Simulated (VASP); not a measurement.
KF:

```
K F
1.0
     0.00000    2.65896    2.65896
     2.65896    0.00000    2.65896
     2.65896    2.65896    0.00000
K F
1 1
Direct
  0.00000 0.00000 0.00000
  0.50000 0.50000 0.50000
```

Base run:

| Item | Value |
| --- | --- |
| Program | VASP 6.6.1 |
| Functional | r2SCAN |
| Potentials or basis | VASP PAW PBE potentials, release 64 (K_sv, F) |
| Cutoff | 520 eV |
| k mesh | 8 × 8 × 8 |
| Occupations | gaussian, width 0.01 eV |
| Spin | no spin polarisation |

Its results: band gap on the k mesh 6.91 eV, direct; pressure 0.0 GPa.

Question: The run is repeated on the same cell with these changes: functional from r2SCAN to PBE; k mesh from 8 × 8 × 8 to 4 × 4 × 4. What comes out?

Answer: Band gap on the k mesh 6.24 eV, direct; pressure 2.0 GPa.

Several settings changed at once, so the effect can't be laid on one alone.

Caveats: some runs use coarse meshes; the PAW data sets were made with another functional, which shifts forces and pressure a little (some runs).

A k mesh can miss the band edges.
